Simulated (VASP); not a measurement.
Input of a VASP 6.6.1 run:

INCAR

```
SYSTEM = AlN
ALGO = Normal ; EDIFF = 1E-6
ENCUT = 600 ; GGA = PE
GGA_COMPAT = .FALSE. ; ISIF = 2
ISMEAR = -1 ; LASPH = .TRUE.
LCHARG = .FALSE. ; LREAL = .FALSE.
LWAVE = .FALSE. ; NBANDS = 11
NELM = 120 ; PREC = Accurate
SIGMA = 0.02
```

Contents of KPOINTS:

```
k-points
0
G
  13 13 13
  0 0 0
```

Contents of POSCAR:

```
AlN
1.0
    0.0000000000      2.0040293008      2.0040293008
    2.0040293008      0.0000000000      2.0040293008
    2.0040293008      2.0040293008      0.0000000000
Al N
1 1
Direct
    0.0000000000      0.0000000000      0.0000000000
    0.5000000000      0.5000000000      0.5000000000
```

Potentials or basis: VASP PAW PBE potentials, release 64 (Al, N).

Launch:

```console
$ cat potpaw_PBE.64/Al/POTCAR potpaw_PBE.64/N/POTCAR > POTCAR
$ mpirun -np 1 vasp_std > vasp.out
```

Task: What does it give for the band gap on the k mesh?

Result: 4.96 eV (least direct gap 6.06 eV).

Task: Predict the pressure.

Result: 12.4 GPa.

Caveat: the cell stands under pressure; an odd mesh through Γ misses points on the zone boundary, where band edges can lie.
